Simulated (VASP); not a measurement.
# RbCl in VASP: a series of runs

RbCl is run at these levels: PBEsol; tasks: single point.

Program: VASP 6.6.1. These are calculated values, not measurements. Logs are shortened: lines on timing, memory, paths and dates and some standing lists are left out, and cuts for length are marked.

### Step 1. The cell of the first run

It takes space group Fm-3m (No. 225, cubic). Conventional cell: a = 6.581 Å, b = 6.581 Å, c = 6.581 Å, α = 90.00°, β = 90.00°, γ = 90.00°. Rb (site symmetry m-3m) has 6 Cl at 3.29 Å within 4.3 Å. Cl (site symmetry m-3m) has 6 Rb at 3.29 Å within 4.3 Å.

### Step 2. Single point, PBEsol

File INCAR:

```
PREC = Accurate
ENCUT = 500
EDIFF = 1E-6
ISMEAR = 0
SIGMA = 0.01
LREAL = F
LASPH = T
NELM = 120
ALGO = Normal
ISIF = 2
LWAVE = F
LCHARG = T
GGA = PS
LELF = T
LVHAR = T
NBANDS = 15
GGA_COMPAT = F
```

File KPOINTS:

```
Automatic mesh
0
Gamma
  6 6 6
```

File POSCAR:

```
RbCl
1.0
    0.0000000000      3.2903700000      3.2903700000
    3.2903700000      0.0000000000      3.2903700000
    3.2903700000      3.2903700000      0.0000000000
Rb Cl
1 1
Direct
    0.0000000000      0.0000000000      0.0000000000
    0.5000000000      0.5000000000      0.5000000000
```

Potentials or basis: VASP PAW PBE potentials, release 64 (Rb_sv, Cl).

Command:

```sh
> cat potpaw_PBE.64/Rb_sv/POTCAR potpaw_PBE.64/Cl/POTCAR > POTCAR
> mpirun -np 1 vasp_std > vasp.out
```

OUTCAR:

```text
PREC = Accurate
   ENCUT = 500
   EDIFF = 1E-6
   ISMEAR = 0
   LREAL = F
   LASPH = T
   NELM = 120
   ISIF = 2
   GGA = PS

 ion  position               nearest neighbor table
   1  0.000  0.000  0.000-   2 3.29   2 3.29   2 3.29   2 3.29   2 3.29   2 3.29
   2  0.500  0.500  0.500-   1 3.29   1 3.29   1 3.29   1 3.29   1 3.29   1 3.29

  LATTYP: Found a face centered cubic cell.
 ALAT       =     6.5807400000

  Lattice vectors:

 A1 = (   0.0000000000,   3.2903700000,   3.2903700000)
 A2 = (   3.2903700000,   0.0000000000,   3.2903700000)
 A3 = (   3.2903700000,   3.2903700000,   0.0000000000)

Analysis of symmetry for initial positions (statically):
=====================================================================
 Subroutine PRICEL returns:
 Original cell was already a primitive cell.

 Routine SETGRP: Setting up the symmetry group for a
 face centered cubic supercell.

 Subroutine GETGRP returns: Found 48 space group operations
 (whereof 48 operations were pure point group operations)
 out of a pool of 48 trial point group operations.

The static configuration has the point symmetry O_h .

Analysis of symmetry for dynamics (positions and initial velocities):
=====================================================================
 Subroutine PRICEL returns:
 Original cell was already a primitive cell.

 Routine SETGRP: Setting up the symmetry group for a
 face centered cubic supercell.

 Subroutine GETGRP returns: Found 48 space group operations
 (whereof 48 operations were pure point group operations)
 out of a pool of 48 trial point group operations.

The dynamic configuration has the point symmetry O_h .

 Subroutine INISYM returns: Found 48 space group operations
 (whereof 48 operations are pure point group operations),
 and found     1 'primitive' translations

----------------------------------------------------------------------------------------

                                     Primitive cell

  volume of cell :      71.2466

  direct lattice vectors                    reciprocal lattice vectors
     0.000000000  3.290370000  3.290370000    -0.151958594  0.151958594  0.151958594
     3.290370000  0.000000000  3.290370000     0.151958594 -0.151958594  0.151958594
     3.290370000  3.290370000  0.000000000     0.151958594  0.151958594 -0.151958594

  length of vectors
     4.653285879  4.653285879  4.653285879     0.263200006  0.263200006  0.263200006

  position of ions in fractional coordinates (direct lattice)
     0.000000000  0.000000000  0.000000000
     0.500000000  0.500000000  0.500000000

[... 78 lines left out ...]
   NELECT =      16.0000    total number of electrons
   NUPDOWN=      -1.0000    fix difference up-down
   EMIN   =  10.00;   EMAX   =-10.00  energy-range for DOS
   EFERMI =   0.00;   METHOD = LEGACY
   ISMEAR =     0;   SIGMA  =   0.01  broadening in eV -4-tet -1-fermi 0-gaus
   EFERMI_NEDOS =   21; number of points for ismear=-14 and -15
   IALGO  =     38    algorithm
   IMIX   =      4    mixing-type and parameters
     AMIX     =   0.40;   BMIX     =  1.00
     AMIX_MAG =   1.60;   BMIX_MAG =  1.00
  volume/ion in A,a.u.               =      35.62       240.40
  Fermi-wavevector in a.u.,A,eV,Ry     =   0.995085  1.880438 13.472404  0.990194
  Thomas-Fermi vector in A             =   2.127081
   LORBIT       =      0    0 simple, 1 ext, 2 COOP (PROOUT), +10 PAW based schemes
   GGA     = PS    functional components
   LHFCALC =     F    Hartree Fock is set to
   AEXX    =    0.0000 exact exchange contribution
   IVDW    =     0    specifies the selected vdW correction
   LEPSILON=     F    determine dielectric tensor
   LRPA    =     F    only Hartree local field effects (RPA)
 non-spin polarized calculation
 Gauss-broadening in eV      SIGMA  =   0.01
  energy-cutoff  :      500.00
  volume of cell :       71.25
 maximum number of plane-waves:      1821
 NGX is ok and might be reduce to    36
   NGX = 17   NGY = 17   NGZ = 17

 number of electron      16.0000001 magnetization

 Free energy of the ion-electron system (eV)
  ---------------------------------------------------
  ext. energy  EPLUGINS =         0.00000000
  ---------------------------------------------------
  free energy    TOTEN  =        -6.89382901 eV

  energy without entropy =       -6.89382901  energy(sigma->0) =       -6.89382901

 E-fermi :  -1.9041     XC(G=0):  -7.5261

 val. band max:       -1.9497595612   @ k =   0.0000   0.0000   0.0000
 cond. band min:       2.8940878477   @ k =   0.0000   0.0000   0.0000
 fundamental gap:      4.8438474089
 Fermi energy:        -1.9040817409

 k-point     1 :       0.0000    0.0000    0.0000
  band No.  band energies     occupation
      1     -25.8261      2.00000
      2     -13.9187      2.00000
      3      -9.8859      2.00000
      4      -9.8859      2.00000
      5      -9.8859      2.00000
      6      -1.9498      2.00000
      7      -1.9498      2.00000
      8      -1.9498      2.00000
      9       2.8941      0.00000
     10       5.9565      0.00000
     11       5.9565      0.00000
     12       5.9565      0.00000
     13       6.9362      0.00000
     14       6.9362      0.00000
[... 257 lines left out ...]
      2     -13.8943      2.00000
      3     -10.1115      2.00000
      4     -10.0306      2.00000
      5      -9.9030      2.00000
      6      -2.3199      2.00000
      7      -2.2438      2.00000
      8      -2.1337      2.00000
      9       4.8395      0.00000
     10       6.4905      0.00000
     11       6.7463      0.00000
     12       7.8057      0.00000
     13       8.8376      0.00000
     14       9.7956      0.00000
     15      10.2461      0.00000

------------------------ aborting loop because EDIFF is reached ----------------------------------------

  FORCE on cell =-STRESS in cart. coord.  units (eV):
  Direction    XX          YY          ZZ          XY          YZ          ZX
  --------------------------------------------------------------------------------------
  -------------------------------------------------------------------------------------
  Total       -0.1168971     -0.1168971     -0.1168971     -0.0000000      0.0000000      0.0000000
  in kB       -2.6287555     -2.6287555     -2.6287555     -0.0000000      0.0000000      0.0000000
  external PRESSURE =      -2.6287555 kB  Pullay stress =       0.0000000 kB

 VOLUME and BASIS-vectors are now :
 -----------------------------------------------------------------------------
  energy-cutoff  :      500.00
  volume of cell :       71.25
      direct lattice vectors                 reciprocal lattice vectors
     0.000000000  3.290370000  3.290370000    -0.151958594  0.151958594  0.151958594
     3.290370000  0.000000000  3.290370000     0.151958594 -0.151958594  0.151958594
     3.290370000  3.290370000  0.000000000     0.151958594  0.151958594 -0.151958594

 POSITION                                       TOTAL-FORCE (eV/Angst)
 -----------------------------------------------------------------------------------
      0.00000      0.00000      0.00000        -0.000000     -0.000000      0.000000
      3.29037      3.29037      3.29037         0.000000      0.000000     -0.000000
 -----------------------------------------------------------------------------------
    total drift:                                0.000000      0.000000      0.000000

  FREE ENERGIE OF THE ION-ELECTRON SYSTEM (eV)
  ---------------------------------------------------
  free  energy   TOTEN  =        -6.8938290053 eV

  energy  without entropy=       -6.8938290053  energy(sigma->0) =       -6.89382901
```

OSZICAR:

```text
N       E                     dE             d eps       ncg     rms          rms(c)
DAV:   1     0.853005051816E+02    0.85301E+02   -0.68528E+03   480   0.906E+02
DAV:   2    -0.120826823613E+01   -0.86509E+02   -0.77996E+02   689   0.169E+02
DAV:   3    -0.706355899148E+01   -0.58553E+01   -0.58247E+01   614   0.451E+01
DAV:   4    -0.720189355452E+01   -0.13833E+00   -0.13831E+00   710   0.704E+00
DAV:   5    -0.720313088499E+01   -0.12373E-02   -0.12373E-02   649   0.664E-01    0.298E+00
DAV:   6    -0.689956689204E+01    0.30356E+00   -0.41486E-01   578   0.324E+00    0.223E+00
DAV:   7    -0.688027809301E+01    0.19289E-01   -0.93371E-02   648   0.168E+00    0.131E+00
DAV:   8    -0.689222467324E+01   -0.11947E-01   -0.15317E-02   594   0.760E-01    0.164E-01
DAV:   9    -0.689324757520E+01   -0.10229E-02   -0.13463E-03   620   0.191E-01    0.852E-02
DAV:  10    -0.689379891679E+01   -0.55134E-03   -0.50218E-04   522   0.132E-01    0.148E-02
DAV:  11    -0.689382263365E+01   -0.23717E-04   -0.31784E-05   592   0.347E-02    0.144E-02
DAV:  12    -0.689382910700E+01   -0.64733E-05   -0.21447E-05   508   0.237E-02    0.439E-03
DAV:  13    -0.689382900530E+01    0.10170E-06   -0.39851E-07   534   0.434E-03
   1 F= -.68938290E+01 E0= -.68938290E+01  d E =-.680265E-13
```

stdout:

```text
POSCAR found type information on POSCAR RbCl
 POSCAR found :  2 types and       2 ions
 scaLAPACK will be used
 -----------------------------------------------------------------------------
|                                                                             |
|                                                                             |
|     You enforced a specific xc type in the INCAR file but a different       |
|     I HOPE YOU KNOW WHAT YOU ARE DOING!                                     |
|                                                                             |
 -----------------------------------------------------------------------------

 LDA part: xc-table for (Slater+PW92), standard interpolation
 POSCAR, INCAR and KPOINTS ok, starting setup
 FFT: planning ... GRIDC
 FFT: planning ... GRID_SOFT
 FFT: planning ... GRID
 WAVECAR not read
 entering main loop
```

Wall time 8.3 s (1 thread of Intel Xeon 6975P-C (Granite Rapids), shared host); peak memory 0.2 GiB.

Results:

| Property | Result |
| --- | --- |
| Free energy | -6.8938 eV |
| Pressure | -0.3 GPa |
| Band gap on the k mesh | 4.84 eV, direct |

Caveat: the PAW data sets were made with another functional, which shifts forces and pressure a little.

### Step 3. Single point, PBEsol (z stretched by -0.5 %, x and y held)

File INCAR:

```
PREC = Accurate ; ENCUT = 500
EDIFF = 1E-6 ; ISMEAR = 0
SIGMA = 0.01 ; LREAL = False
LASPH = True ; NELM = 120
ALGO = Normal ; ISIF = 2
LWAVE = False ; LCHARG = True
GGA = PS ; LELF = True
LVHAR = True ; NBANDS = 15
GGA_COMPAT = False
```

KPOINTS is that of step 2.

File POSCAR:

```
RbCl
1.0
    0.0000000000      3.2740000000      3.2576300000
    3.2740000000      0.0000000000      3.2576300000
    3.2740000000      3.2740000000      0.0000000000
Rb Cl
1 1
Direct
    0.0000000000      0.0000000000      0.0000000000
    0.5000000000      0.5000000000      0.5000000000
```

Potentials or basis: VASP PAW PBE potentials, release 64 (Rb_sv, Cl).

Command:

```sh
> cat potpaw_PBE.64/Rb_sv/POTCAR potpaw_PBE.64/Cl/POTCAR > POTCAR
> mpirun -np 1 vasp_std > vasp.out
```

It took 13 s on 1 thread of Intel Xeon 6975P-C (Granite Rapids), shared host; peak memory 0.21 GiB.

It converged, with:

```
Free energy            : -6.8943 eV
Pressure               : 0.1 GPa
Band gap on the k mesh : 4.90 eV, direct
```

Stress tensor (GPa, compression positive):
```
0.00 0.00 0.00
0.00 0.00 0.00
0.00 0.00 0.18
```

Levels at points of the mesh, in eV from the valence-band top:
| k point | band 6 | band 7 | band 8 | band 9 | band 10 | band 11 |
| --- | --- | --- | --- | --- | --- | --- |
| (0.00, 0.00, 0.00) | -0.01 | -0.01 | 0.00 | 4.90 | 7.90 | 7.90 |
| (0.50, 0.00, 0.00) | -0.93 | -0.37 | -0.37 | 7.66 | 7.93 | 10.15 |
| (0.50, 0.50, 0.00) | -0.32 | -0.11 | -0.11 | 6.06 | 8.03 | 9.68 |
| (0.50, 0.00, 0.50) | -0.34 | -0.11 | -0.10 | 6.06 | 8.03 | 9.65 |

Caveat: the cell differs from its parent crystal (z stretched by -0.5 %, x and y held); the PAW data sets were made with another functional, which shifts forces and pressure a little.

### Step 4. Single point, PBEsol (z stretched by +0.5 %, x and y held)

File INCAR:

```
SYSTEM = RbCl
  PREC = Accurate
  ENCUT = 500
  EDIFF = 1E-6
  ISMEAR = 0
  SIGMA = 0.01
  LREAL = .FALSE.
  LASPH = .TRUE.
  NELM = 120
  ALGO = Normal
  ISIF = 2
  LWAVE = .FALSE.
  LCHARG = .FALSE.
  GGA = PS
  NBANDS = 15
  GGA_COMPAT = .FALSE.
```

File KPOINTS:

```
Automatic mesh
0
G
  6 6 6
  0 0 0
```

File POSCAR:

```
RbCl
1.0
    0.0000000000      3.2740000000      3.2903700000
    3.2740000000      0.0000000000      3.2903700000
    3.2740000000      3.2740000000      0.0000000000
Rb Cl
1 1
Direct
    0.0000000000      0.0000000000      0.0000000000
    0.5000000000      0.5000000000      0.5000000000
```

Command:

```sh
> cat potpaw_PBE.64/Rb_sv/POTCAR potpaw_PBE.64/Cl/POTCAR > POTCAR
> mpirun -np 1 vasp_std > vasp.out
```

Wall time 13 s (1 thread of Intel Xeon 6975P-C (Granite Rapids), shared host); peak memory 0.2 GiB.

Results (log left out):

* Free energy: -6.8944 eV
* Pressure: -0.1 GPa
* Band gap on the k mesh: 4.87 eV, direct

Stress tensor (GPa, compression positive):
```
-0.05  0.00  0.00
 0.00 -0.05  0.00
 0.00  0.00 -0.21
```

Levels at points of the mesh, in eV from the valence-band top:
```csv
k point,band 5,band 6,band 7,band 8,band 9,band 10,band 11,band 12
"(0.00, 0.00, 0.00)",-7.91,-0.01,0.00,0.00,4.87,7.89,7.92,7.92
"(0.50, 0.00, 0.00)",-7.89,-0.91,-0.36,-0.36,7.63,7.90,10.12,10.13
"(0.50, 0.50, 0.00)",-8.02,-0.34,-0.10,-0.10,6.08,7.98,9.60,10.02
"(0.50, 0.00, 0.50)",-8.02,-0.33,-0.11,-0.10,6.07,7.99,9.62,10.03
```

Caveat: the cell differs from its parent crystal (z stretched by +0.5 %, x and y held); the PAW data sets were made with another functional, which shifts forces and pressure a little.

### Step 5. Summary

| cell | gap on the mesh (eV) | pressure (GPa) |
| --- | --- | --- |
| a = 4.653 Å, angles 60.0°, 2 atoms | 4.84 | -0.3 |
| a = 4.619, b = 4.619, c = 4.630 Å, angles 59.9, 59.9, 60.2°, 2 atoms | 4.90 | 0.1 |
| a = 4.642, b = 4.642, c = 4.630 Å, angles 60.1, 60.1, 59.8°, 2 atoms | 4.87 | -0.1 |

Alike in all rows: task single point; level PBEsol; potentials or basis VASP PAW PBE potentials, release 64 (Rb_sv, Cl); no spin polarisation; k mesh 6 × 6 × 6; cutoff (eV) 500; smearing gaussian 0.01 eV.

Caveats: the PAW data sets were made with another functional, which shifts forces and pressure a little.

Total energies depend on the potentials used, so only differences within one code and one set of settings carry meaning.
